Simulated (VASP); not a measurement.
# Zn (P6_3/mmc) in VASP: single point with LDA

Aim: the single point of Zn with LDA.

Program: VASP 6.6.1. These are calculated values, not measurements. Logs are shortened: lines on timing, memory, paths and dates and some standing lists are left out, and cuts for length are marked.

## 1. The cell of the first run

The structure is hexagonal, space group P6_3/mmc (No. 194). Conventional cell: a = 2.614 Å, b = 2.614 Å, c = 4.873 Å, α = 90.00°, β = 90.00°, γ = 120.00°. Within 3.4 Å of Zn (site symmetry -6m2) lie 12 Zn at 2.61 to 2.87 Å.

## 2. Single point, LDA

INCAR reads:

```
PREC     = Accurate       # precision mode
ENCUT    = 500            # plane-wave cutoff, eV
EDIFF    = 1E-6           # SCF threshold, eV
ISMEAR   = 0              # smearing method
SIGMA    = 0.1            # smearing width, eV
LREAL    = False          # projectors in reciprocal space
LASPH    = True           # aspherical terms in the spheres
NELM     = 120            # most SCF steps
ALGO     = Normal         # electronic algorithm
ISIF     = 2              # what is computed and relaxed
LWAVE    = False          # write WAVECAR
LCHARG   = True           # write CHGCAR
GGA      = CA             # functional
LELF     = True           # ELF
LVHAR    = True         
NBANDS   = 19             # bands
GGA_COMPAT= False
```

KPOINTS reads:

```
regular mesh
0
Gamma
  18 18 10
```

POSCAR reads:

```
Zn
1.0
    2.6143598000      0.0000000000      0.0000000000
   -1.3071799000      2.2641020000      0.0000000000
    0.0000000000      0.0000000000      4.8731610200
Zn
2
Direct
    0.3333333300      0.6666666700      0.2500000000
    0.6666666700      0.3333333300      0.7500000000
```

Potentials or basis: VASP PAW LDA potentials, release 64 (Zn).

Command:

```console
> cat potpaw_LDA.64/Zn/POTCAR > POTCAR
> mpirun -np 1 vasp_std > vasp.out
```

OUTCAR:

```text
PREC = Accurate
   ENCUT = 500
   EDIFF = 1E-6
   ISMEAR = 0
   LREAL = False
   LASPH = True
   NELM = 120
   ISIF = 2
   GGA = CA

 ion  position               nearest neighbor table
   1  0.333  0.667  0.250-   2 2.87   2 2.87   2 2.87   2 2.87   2 2.87   2 2.87
   2  0.667  0.333  0.750-   1 2.87   1 2.87   1 2.87   1 2.87   1 2.87   1 2.87

  LATTYP: Found a hexagonal cell.
 ALAT       =     2.6143598000
 C/A-ratio  =     1.8639978399

  Lattice vectors:

 A1 = (   2.6143598000,   0.0000000000,   0.0000000000)
 A2 = (  -1.3071799000,   2.2641020000,   0.0000000000)
 A3 = (   0.0000000000,   0.0000000000,   4.8731610200)

Analysis of symmetry for initial positions (statically):
=====================================================================
 Subroutine PRICEL returns:
 Original cell was already a primitive cell.

 Routine SETGRP: Setting up the symmetry group for a
 hexagonal supercell.

 Subroutine GETGRP returns: Found 24 space group operations
 (whereof 12 operations were pure point group operations)
 out of a pool of 24 trial point group operations.

The static configuration has the point symmetry D_3d.
 The point group associated with its full space group is D_6h.

Analysis of symmetry for dynamics (positions and initial velocities):
=====================================================================
 Subroutine PRICEL returns:
 Original cell was already a primitive cell.

 Routine SETGRP: Setting up the symmetry group for a
 hexagonal supercell.

 Subroutine GETGRP returns: Found 24 space group operations
 (whereof 12 operations were pure point group operations)
 out of a pool of 24 trial point group operations.

The dynamic configuration has the point symmetry D_3d.
 The point group associated with its full space group is D_6h.

 Subroutine INISYM returns: Found 24 space group operations
 (whereof 12 operations are pure point group operations),
 and found     1 'primitive' translations

----------------------------------------------------------------------------------------

                                     Primitive cell

  volume of cell :      28.8451

  direct lattice vectors                    reciprocal lattice vectors
     2.614359800  0.000000000  0.000000000     0.382502822  0.220838107  0.000000000
    -1.307179900  2.264102000  0.000000000     0.000000000  0.441676214  0.000000000
     0.000000000  0.000000000  4.873161020     0.000000000  0.000000000  0.205205614

  length of vectors
     2.614359800  2.614359799  4.873161020     0.441676214  0.441676214  0.205205614

  position of ions in fractional coordinates (direct lattice)
     0.333333330  0.666666670  0.250000000
     0.666666670  0.333333330  0.750000000

  ion indices of the primitive-cell ions
   primitive index   ion index
                 1           1
                 2           2

----------------------------------------------------------------------------------------

 KPOINTS: regular mesh

Automatic generation of k-mesh.
 Grid dimensions read from file:
 generate k-points for:   18   18   10

 Generating k-lattice:

  Cartesian coordinates                     Fractional coordinates (reciprocal lattice)
     0.021250157  0.012268784  0.000000000     0.055555556  0.000000000  0.000000000
     0.000000000  0.024537567  0.000000000     0.000000000  0.055555556  0.000000000
     0.000000000  0.000000000  0.020520561     0.000000000  0.000000000  0.100000000

  Length of vectors
     0.024537567  0.024537567  0.020520561

  Shift w.r.t. Gamma in fractional coordinates (k-lattice)
     0.000000000  0.000000000  0.000000000

 Subroutine IBZKPT returns following result:
 ===========================================

 Found    222 irreducible k-points:

 Following reciprocal coordinates:
            Coordinates               Weight
  0.000000  0.000000  0.000000      1.000000
  0.055556 -0.000000  0.000000      6.000000
  0.111111 -0.000000  0.000000      6.000000
  0.166667  0.000000  0.000000      6.000000
  0.222222  0.000000  0.000000      6.000000
  0.277778  0.000000  0.000000      6.000000
[... 16 lines left out ...]
  0.333333  0.111111  0.000000     12.000000
  0.388889  0.111111  0.000000     12.000000
 [... further k-points ...]
   k-points           NKPTS =    222   k-points in BZ     NKDIM =    222   number of bands    NBANDS=     19
   number of dos      NEDOS =    301   number of ions     NIONS =      2
   total plane-waves  NPLWV =  14400
   dimension x,y,z NGX =    20 NGY =   20 NGZ =   36
   dimension x,y,z NGXF=    40 NGYF=   40 NGZF=   72
   ions per type =               2
   NGX,Y,Z   is equivalent  to a cutoff of  12.72, 12.72, 12.28 a.u.
   NGXF,Y,Z  is equivalent  to a cutoff of  25.44, 25.44, 24.56 a.u.
 SYSTEM =  unknown system
   PREC   = accura    normal or accurate (medium, high low for compatibility)
   ISTART =      0    job   : 0-new  1-cont  2-samecut
   ICHARG =      2    charge: 1-file 2-atom 10-const
   ISPIN  =      1    spin polarized calculation?
   LNONCOLLINEAR =      F non collinear calculations
   LSORBIT =      F    spin-orbit coupling
   LASPH  =      T    aspherical Exc in radial PAW
   ENCUT  =  500.0 eV  36.75 Ry    6.06 a.u.   4.77  4.77  8.88*2*pi/ulx,y,z
   NELM   =    120;   NELMIN=  2; NELMDL= -5     # of ELM steps
   EDIFF  = 0.1E-05   stopping-criterion for ELM
   LREAL  =      F    real-space projection
   EDIFFG = 0.1E-04   stopping-criterion for IOM
   NSW    =      0    number of steps for IOM
   IBRION =     -1    ionic relax: 0-MD 1-quasi-New 2-CG
   NFREE  =      0    steps in history (QN), initial steepest desc. (CG)
   ISIF   =      2    stress and relaxation
   ISYM   =      2    0-nonsym 1-usesym 2-fastsym
   POTIM  = 0.5000    time-step for ionic-motion
   TEBEG  =    0.0;   TEEND  =   0.0 temperature during run
   PSTRESS=    0.0 pullay stress
   NELECT =      24.0000    total number of electrons
   NUPDOWN=      -1.0000    fix difference up-down
   EMIN   =  10.00;   EMAX   =-10.00  energy-range for DOS
   EFERMI =   0.00;   METHOD = LEGACY
   ISMEAR =     0;   SIGMA  =   0.10  broadening in eV -4-tet -1-fermi 0-gaus
   EFERMI_NEDOS =   21; number of points for ismear=-14 and -15
   IALGO  =     38    algorithm
   IMIX   =      4    mixing-type and parameters
     AMIX     =   0.40;   BMIX     =  1.00
     AMIX_MAG =   1.60;   BMIX_MAG =  1.00
  volume/ion in A,a.u.               =      14.42        97.33
  Fermi-wavevector in a.u.,A,eV,Ry     =   1.539765  2.909735 32.257744  2.370877
  Thomas-Fermi vector in A             =   2.645947
   LORBIT       =      0    0 simple, 1 ext, 2 COOP (PROOUT), +10 PAW based schemes
   GGA     = CA    functional components
   LHFCALC =     F    Hartree Fock is set to
   AEXX    =    0.0000 exact exchange contribution
   IVDW    =     0    specifies the selected vdW correction
   LEPSILON=     F    determine dielectric tensor
   LRPA    =     F    only Hartree local field effects (RPA)
 non-spin polarized calculation
 Gauss-broadening in eV      SIGMA  =   0.10
  energy-cutoff  :      500.00
  volume of cell :       28.85
 maximum number of plane-waves:       750
 NGX is ok and might be reduce to    20
   NGX =  9   NGY =  9   NGZ = 17

 number of electron      24.0000032 magnetization

 Free energy of the ion-electron system (eV)
  ---------------------------------------------------
  ext. energy  EPLUGINS =         0.00000000
  ---------------------------------------------------
  free energy    TOTEN  =        -3.73415064 eV

  energy without entropy =       -3.73318447  energy(sigma->0) =       -3.73366756

 E-fermi :   3.3157     XC(G=0): -12.1700

 val. band max:        3.2268689774   @ k =   0.2778   0.2778   0.3000
 cond. band min:       3.3251117190   @ k =   0.3333   0.3333   0.0000
 fundamental gap:      0.0982427416
 Fermi energy:         3.3156694501

 k-point     1 :       0.0000    0.0000    0.0000
  band No.  band energies     occupation
      1      -7.5647      2.00000
      2      -5.6656      2.00000
      3      -4.8936      2.00000
      4      -4.6364      2.00000
      5      -4.6364      2.00000
      6      -4.5821      2.00000
[... 11 lines left out ...]
     18      23.0628      0.00000
     19      23.0628      0.00000

 k-point     2 :       0.0556   -0.0000    0.0000
  band No.  band energies     occupation
      1      -7.4692      2.00000
      2      -5.6215      2.00000
      3      -4.8829      2.00000
      4      -4.6468      2.00000
      5      -4.6125      2.00000
      6      -4.5934      2.00000
[... 11 lines left out ...]
     18      22.1490      0.00000
     19      23.9505      0.00000

 k-point     3 :       0.1111   -0.0000    0.0000
  band No.  band energies     occupation
      1      -7.1866      2.00000
      2      -5.5009      2.00000
      3      -4.8581      2.00000
      4      -4.6706      2.00000
      5      -4.6166      2.00000
      6      -4.5431      2.00000
[... 11 lines left out ...]
     18      21.4360      0.00000
     19      23.0992      0.00000

 k-point     4 :       0.1667    0.0000    0.0000
  band No.  band energies     occupation
      1      -6.7321      2.00000
      2      -5.3442      2.00000
      3      -4.8381      2.00000
      4      -4.7023      2.00000
      5      -4.5966      2.00000
      6      -4.4827      2.00000
[... 11 lines left out ...]
     18      20.1866      0.00000
     19      21.0924      0.00000

 k-point     5 :       0.2222    0.0000    0.0000
  band No.  band energies     occupation
      1      -6.1555      2.00000
      2      -5.2358      2.00000
      3      -4.7957      2.00000
      4      -4.7178      2.00000
      5      -4.6803      2.00000
      6      -4.4734      2.00000
[... 11 lines left out ...]
     18      19.5705      0.00000
     19      19.6618      0.00000
[... 334 lines left out ...]
      2      -5.1260      2.00000
      3      -4.8706      2.00000
      4      -4.7681      2.00000
      5      -4.7015      2.00000
      6      -4.5307      2.00000
[... 11 lines left out ...]
     18      18.1927      0.00000
     19      19.2338      0.00000

 k-point    22 :       0.2778    0.1111    0.0000
  band No.  band energies     occupation
      1      -5.2455      2.00000
      2      -5.1744      2.00000
      3      -4.9910      2.00000
      4      -4.6186      2.00000
      5      -4.5807      2.00000
      6      -4.5402      2.00000
[... 11 lines left out ...]
     18      17.5194      0.00000
     19      18.7268      0.00000

 k-point    23 :       0.3333    0.1111    0.0000
  band No.  band energies     occupation
      1      -5.2858      2.00000
      2      -5.2004      2.00000
      3      -5.0771      2.00000
      4      -4.6159      2.00000
      5      -4.5330      2.00000
      6      -4.4569      2.00000
[... 11 lines left out ...]
     18      17.0172      0.00000
     19      18.3278      0.00000

 k-point    24 :       0.3889    0.1111    0.0000
  band No.  band energies     occupation
      1      -5.3290      2.00000
      2      -5.2265      2.00000
      3      -5.1282      2.00000
      4      -4.6355      2.00000
      5      -4.4971      2.00000
      6      -4.4782      2.00000
[... 11 lines left out ...]
     18      16.7071      0.00000
     19      18.0816      0.00000

 [... further k-points ...]
[... 5 lines left out ...]
  --------------------------------------------------------------------------------------
  -------------------------------------------------------------------------------------
  Total       -1.0909621     -1.0909621     -0.4280058      0.0000000     -0.0000000      0.0000000
  in kB      -60.5965831    -60.5965830    -23.7732267      0.0000000     -0.0000000      0.0000000
  external PRESSURE =     -48.3221309 kB  Pullay stress =       0.0000000 kB

 VOLUME and BASIS-vectors are now :
 -----------------------------------------------------------------------------
  energy-cutoff  :      500.00
  volume of cell :       28.85
      direct lattice vectors                 reciprocal lattice vectors
     2.614359800  0.000000000  0.000000000     0.382502822  0.220838107  0.000000000
    -1.307179900  2.264102000  0.000000000     0.000000000  0.441676214  0.000000000
     0.000000000  0.000000000  4.873161020     0.000000000  0.000000000  0.205205614

 POSITION                                       TOTAL-FORCE (eV/Angst)
 -----------------------------------------------------------------------------------
     -0.00000      1.50940      1.21829         0.000000     -0.000000      0.000000
      1.30718      0.75470      3.65487        -0.000000      0.000000      0.000000
 -----------------------------------------------------------------------------------
    total drift:                               -0.000001      0.000000      0.000000

  FREE ENERGIE OF THE ION-ELECTRON SYSTEM (eV)
  ---------------------------------------------------
  free  energy   TOTEN  =        -3.7341506437 eV

  energy  without entropy=       -3.7331844709  energy(sigma->0) =       -3.73366756
```

It took 54 s on 1 thread of Intel Xeon 6975P-C, shared host; peak memory 0.2 GiB.

What came out:

* Free energy: -3.7342 eV
* Pressure: -4.8 GPa
* Band gap on the k mesh: zero (band 12 reaches 4.94 eV, above the bottom of band 13 at 0.17 eV)
